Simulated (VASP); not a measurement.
# Ru (P6_3/mmc) in VASP: notebook, part 2 of 2

VASP 6.6.1. The steps go on from the part before.

## Step 5: Single point, PBE

INCAR

```
PREC     = Accurate       # precision mode
ENCUT    = 520            # plane-wave cutoff, eV
EDIFF    = 1E-6           # SCF threshold, eV
ISMEAR   = 0              # smearing method
SIGMA    = 1.0            # smearing width, eV
LREAL    = F              # projectors in reciprocal space
LASPH    = T              # aspherical terms in the spheres
NELM     = 60             # most SCF steps
ALGO     = Normal         # electronic algorithm
ISIF     = 2              # what is computed and relaxed
LWAVE    = F              # write WAVECAR
LCHARG   = F              # write CHGCAR
GGA      = PE             # functional
NBANDS   = 21             # bands
```

KPOINTS

```
regular mesh
0
Gamma
  13 13 7
```

POSCAR

```
Ru
1.0
    2.7235595794      0.0000000000      0.0000000000
   -1.3617797897      2.3586717845      0.0000000000
    0.0000000000      0.0000000000      4.2890849607
Ru
2
Direct
    0.3333333333      0.6666666667      0.2500000000
    0.6666666667      0.3333333333      0.7500000000
```

Potentials or basis: VASP PAW PBE potentials, release 64 (Ru_pv).

Run with:

```sh
cat potpaw_PBE.64/Ru_pv/POTCAR > POTCAR
mpirun -np 1 vasp_std > vasp.out
```

OUTCAR:

```text
PREC = Accurate
   ENCUT = 520
   EDIFF = 1E-6
   ISMEAR = 0
   LREAL = F
   LASPH = T
   NELM = 60
   ISIF = 2
   GGA = PE

 ion  position               nearest neighbor table
   1  0.333  0.667  0.250-   2 2.66   2 2.66   2 2.66   2 2.66   2 2.66   2 2.66
   2  0.667  0.333  0.750-   1 2.66   1 2.66   1 2.66   1 2.66   1 2.66   1 2.66

  LATTYP: Found a hexagonal cell.
 ALAT       =     2.7235595794
 C/A-ratio  =     1.5748085679

  Lattice vectors:

 A1 = (   2.7235595794,   0.0000000000,   0.0000000000)
 A2 = (  -1.3617797897,   2.3586717845,   0.0000000000)
 A3 = (   0.0000000000,   0.0000000000,   4.2890849607)

Analysis of symmetry for initial positions (statically):
=====================================================================
 Subroutine PRICEL returns:
 Original cell was already a primitive cell.

 Routine SETGRP: Setting up the symmetry group for a
 hexagonal supercell.

 Subroutine GETGRP returns: Found 24 space group operations
 (whereof 12 operations were pure point group operations)
 out of a pool of 24 trial point group operations.

The static configuration has the point symmetry D_3d.
 The point group associated with its full space group is D_6h.

Analysis of symmetry for dynamics (positions and initial velocities):
=====================================================================
 Subroutine PRICEL returns:
 Original cell was already a primitive cell.

 Routine SETGRP: Setting up the symmetry group for a
 hexagonal supercell.

 Subroutine GETGRP returns: Found 24 space group operations
 (whereof 12 operations were pure point group operations)
 out of a pool of 24 trial point group operations.

The dynamic configuration has the point symmetry D_3d.
 The point group associated with its full space group is D_6h.

 Subroutine INISYM returns: Found 24 space group operations
 (whereof 12 operations are pure point group operations),
 and found     1 'primitive' translations

----------------------------------------------------------------------------------------

                                     Primitive cell

  volume of cell :      27.5530

  direct lattice vectors                    reciprocal lattice vectors
     2.723559579  0.000000000  0.000000000     0.367166559  0.211983712  0.000000000
    -1.361779790  2.358671784  0.000000000     0.000000000  0.423967424  0.000000000
     0.000000000  0.000000000  4.289084961     0.000000000  0.000000000  0.233149963

  length of vectors
     2.723559579  2.723559579  4.289084961     0.423967424  0.423967424  0.233149963

  position of ions in fractional coordinates (direct lattice)
     0.333333333  0.666666667  0.250000000
     0.666666667  0.333333333  0.750000000

  ion indices of the primitive-cell ions
   primitive index   ion index
                 1           1
                 2           2

----------------------------------------------------------------------------------------

 KPOINTS: regular mesh

Automatic generation of k-mesh.
 Grid dimensions read from file:
 generate k-points for:   13   13    7

 Generating k-lattice:

  Cartesian coordinates                     Fractional coordinates (reciprocal lattice)
     0.028243581  0.016306439  0.000000000     0.076923077 -0.000000000  0.000000000
     0.000000000  0.032612879  0.000000000     0.000000000  0.076923077  0.000000000
     0.000000000  0.000000000  0.033307138     0.000000000  0.000000000  0.142857143

  Length of vectors
     0.032612879  0.032612879  0.033307138

  Shift w.r.t. Gamma in fractional coordinates (k-lattice)
     0.000000000  0.000000000  0.000000000

 Subroutine IBZKPT returns following result:
 ===========================================

 Found     84 irreducible k-points:

 Following reciprocal coordinates:
            Coordinates               Weight
  0.000000  0.000000  0.000000      1.000000
  0.076923  0.000000  0.000000      6.000000
  0.153846  0.000000  0.000000      6.000000
  0.230769  0.000000  0.000000      6.000000
  0.307692  0.000000  0.000000      6.000000
  0.384615  0.000000  0.000000      6.000000
[... 16 lines left out ...]
  0.076923  0.000000  0.142857     12.000000
  0.153846  0.000000  0.142857     12.000000
 [... further k-points ...]
   k-points           NKPTS =     84   k-points in BZ     NKDIM =     84   number of bands    NBANDS=     21
   number of dos      NEDOS =    301   number of ions     NIONS =      2
   total plane-waves  NPLWV =  12800
   dimension x,y,z NGX =    20 NGY =   20 NGZ =   32
   dimension x,y,z NGXF=    40 NGYF=   40 NGZF=   64
   ions per type =               2
   NGX,Y,Z   is equivalent  to a cutoff of  12.21, 12.21, 12.40 a.u.
   NGXF,Y,Z  is equivalent  to a cutoff of  24.42, 24.42, 24.81 a.u.
 SYSTEM =  unknown system
   PREC   = accura    normal or accurate (medium, high low for compatibility)
   ISTART =      0    job   : 0-new  1-cont  2-samecut
   ICHARG =      2    charge: 1-file 2-atom 10-const
   ISPIN  =      1    spin polarized calculation?
   LNONCOLLINEAR =      F non collinear calculations
   LSORBIT =      F    spin-orbit coupling
   LASPH  =      T    aspherical Exc in radial PAW
   ENCUT  =  520.0 eV  38.22 Ry    6.18 a.u.   5.06  5.06  7.97*2*pi/ulx,y,z
   NELM   =     60;   NELMIN=  2; NELMDL= -5     # of ELM steps
   EDIFF  = 0.1E-05   stopping-criterion for ELM
   LREAL  =      F    real-space projection
   EDIFFG = 0.1E-04   stopping-criterion for IOM
   NSW    =      0    number of steps for IOM
   IBRION =     -1    ionic relax: 0-MD 1-quasi-New 2-CG
   NFREE  =      0    steps in history (QN), initial steepest desc. (CG)
   ISIF   =      2    stress and relaxation
   ISYM   =      2    0-nonsym 1-usesym 2-fastsym
   POTIM  = 0.5000    time-step for ionic-motion
   TEBEG  =    0.0;   TEEND  =   0.0 temperature during run
   PSTRESS=    0.0 pullay stress
   NELECT =      28.0000    total number of electrons
   NUPDOWN=      -1.0000    fix difference up-down
   EMIN   =  10.00;   EMAX   =-10.00  energy-range for DOS
   EFERMI =   0.00;   METHOD = LEGACY
   ISMEAR =     0;   SIGMA  =   1.00  broadening in eV -4-tet -1-fermi 0-gaus
   EFERMI_NEDOS =   21; number of points for ismear=-14 and -15
   IALGO  =     38    algorithm
   IMIX   =      4    mixing-type and parameters
     AMIX     =   0.40;   BMIX     =  1.00
     AMIX_MAG =   1.60;   BMIX_MAG =  1.00
  volume/ion in A,a.u.               =      13.78        92.97
  Fermi-wavevector in a.u.,A,eV,Ry     =   1.645904  3.110308 36.858181  2.709000
  Thomas-Fermi vector in A             =   2.735622
   LORBIT       =      0    0 simple, 1 ext, 2 COOP (PROOUT), +10 PAW based schemes
   GGA     = PE    functional components
   LHFCALC =     F    Hartree Fock is set to
   AEXX    =    0.0000 exact exchange contribution
   IVDW    =     0    specifies the selected vdW correction
   LEPSILON=     F    determine dielectric tensor
   LRPA    =     F    only Hartree local field effects (RPA)
 non-spin polarized calculation
 Gauss-broadening in eV      SIGMA  =   1.00
  energy-cutoff  :      520.00
  volume of cell :       27.55
 maximum number of plane-waves:       756
   NGX = 11   NGY = 11   NGZ = 15

 number of electron      28.0000012 magnetization

 Free energy of the ion-electron system (eV)
  ---------------------------------------------------
  ext. energy  EPLUGINS =         0.00000000
  ---------------------------------------------------
  free energy    TOTEN  =       -18.92811055 eV

  energy without entropy =      -17.92212590  energy(sigma->0) =      -18.42511822

 E-fermi :  12.6042     XC(G=0): -14.0229

 val. band max:       12.5517882334   @ k =   0.3077   0.2308   0.2857
 cond. band min:      12.6227836390   @ k =   0.3846   0.0769   0.4286
 fundamental gap:      0.0709954055
 Fermi energy:        12.6042248763

 k-point     1 :       0.0000    0.0000    0.0000
  band No.  band energies     occupation
      1     -30.9747      2.00000
      2     -30.0804      2.00000
      3     -30.0804      2.00000
      4     -29.9132      2.00000
      5     -29.9132      2.00000
      6     -29.8706      2.00000
[... 13 lines left out ...]
     20      23.1095      0.00000
     21      23.1214      0.00000

 k-point     2 :       0.0769    0.0000    0.0000
  band No.  band energies     occupation
      1     -30.9555      2.00000
      2     -30.1205      2.00000
      3     -30.0942      2.00000
      4     -29.9552      2.00000
      5     -29.9187      2.00000
      6     -29.8798      2.00000
[... 520 lines left out ...]
 k-point    24 :       0.1538    0.0000    0.1429
  band No.  band energies     occupation
      1     -30.8591      2.00000
      2     -30.2180      2.00000
      3     -30.1215      2.00000
      4     -30.1069      2.00000
      5     -29.9444      2.00000
      6     -29.9284      2.00000
[... 13 lines left out ...]
     20      23.1094      0.00000
     21      23.7704      0.00000

 [... further k-points ...]
[... 5 lines left out ...]
  --------------------------------------------------------------------------------------
  -------------------------------------------------------------------------------------
  Total        0.6211294      0.6211294      1.0789857      0.0000000      0.0000000      0.0000000
  in kB       36.1179939     36.1179939     62.7418386      0.0000000      0.0000000      0.0000000
  external PRESSURE =      44.9926088 kB  Pullay stress =       0.0000000 kB

 VOLUME and BASIS-vectors are now :
 -----------------------------------------------------------------------------
  energy-cutoff  :      520.00
  volume of cell :       27.55
      direct lattice vectors                 reciprocal lattice vectors
     2.723559579  0.000000000  0.000000000     0.367166559  0.211983712  0.000000000
    -1.361779790  2.358671784  0.000000000     0.000000000  0.423967424  0.000000000
     0.000000000  0.000000000  4.289084961     0.000000000  0.000000000  0.233149963

 POSITION                                       TOTAL-FORCE (eV/Angst)
 -----------------------------------------------------------------------------------
     -0.00000      1.57245      1.07227        -0.000000      0.000000      0.000000
      1.36178      0.78622      3.21681         0.000000     -0.000000      0.000000
 -----------------------------------------------------------------------------------
    total drift:                               -0.000000      0.000000     -0.000000

  FREE ENERGIE OF THE ION-ELECTRON SYSTEM (eV)
  ---------------------------------------------------
  free  energy   TOTEN  =       -18.9281105456 eV

  energy  without entropy=      -17.9221259042  energy(sigma->0) =      -18.42511822
```

It took 36 s on 1 thread of Intel Xeon 8259CL, shared host; peak memory 0.16 GiB.

What came out:

```
Free energy            : -18.9281 eV
Pressure               : 4.5 GPa
Band gap on the k mesh : zero (band 14 reaches 14.03 eV, above the bottom of band 15 at 11.08 eV)
```

## Step 6: The runs side by side

| smearing | gap on the mesh (eV) | pressure (GPa) |
| --- | --- | --- |
| gaussian 0.2 eV | none | -0.1 |
| gaussian 0.3 eV | none | 0.1 |
| gaussian 0.6 eV | none | 1.2 |
| gaussian 1 eV | none | 4.5 |

Alike in all rows: task single point; level PBE; potentials or basis VASP PAW PBE potentials, release 64 (Ru_pv); no spin polarisation; cell as given; k mesh 13 × 13 × 7; cutoff (eV) 520.

Every run on the cell as given and a fine mesh finds a metal.

Total energies depend on the potentials used, so only differences within one code and one set of settings carry meaning.
